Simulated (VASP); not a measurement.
Input of a VASP 6.6.1 run:

The input POSCAR:

```
CdTe
1.0
    0.0000000000      3.2799551159      3.2963548915
    3.2799551159      0.0000000000      3.2963548915
    3.2799551159      3.2799551159      0.0000000000
Cd Te
1 1
Direct
    0.0000000000      0.0000000000      0.0000000000
    0.2500000000      0.2500000000      0.2500000000
```

File INCAR.step1:

```
PREC = Accurate
ENCUT = 520
EDIFF = 1E-5
ISMEAR = 0
SIGMA = 0.01
LREAL = False
LASPH = True
NELM = 100
ALGO = Normal
ISIF = 2
LWAVE = True
LCHARG = False
NBANDS = 16
GGA = PE
```

INCAR.step2

```
PREC = Accurate
ENCUT = 520
EDIFF = 1E-7
ISMEAR = 0
SIGMA = 0.01
LREAL = False
LASPH = True
NELM = 100
ALGO = Normal
ISIF = 2
LWAVE = False
LCHARG = False
GGA = PE
LHFCALC = True
HFSCREEN = 0.2079
PRECFOCK = Normal
NBANDS = 16
ISTART = 1
```

Contents of KPOINTS:

```
Automatic mesh
0
Gamma
  4 4 4
```

Potentials or basis: VASP PAW PBE potentials, release 64 (Cd, Te).

Launch:

```sh
$ cat potpaw_PBE.64/Cd/POTCAR potpaw_PBE.64/Te/POTCAR > POTCAR
$ cp INCAR.step1 INCAR
$ mpirun -np 1 vasp_std > vasp.out
$ cp INCAR.step2 INCAR
$ mpirun -np 1 vasp_std > vasp.out
```

Problem. Predict the pressure.

Solution. 0.0 GPa.

Problem. What does it give for the band gap on the k mesh?

Solution. 1.42 eV.

Stress tensor (GPa, compression positive):
```
 0.07  0.00  0.00
 0.00  0.07  0.00
 0.00  0.00 -0.02
```

Caveat: the cell differs from its parent crystal (uniaxial z strain +0.5%); the PAW data sets were made with another functional, which shifts forces and pressure a little; spin-orbit coupling is left out, which moves the levels of the heavy elements.
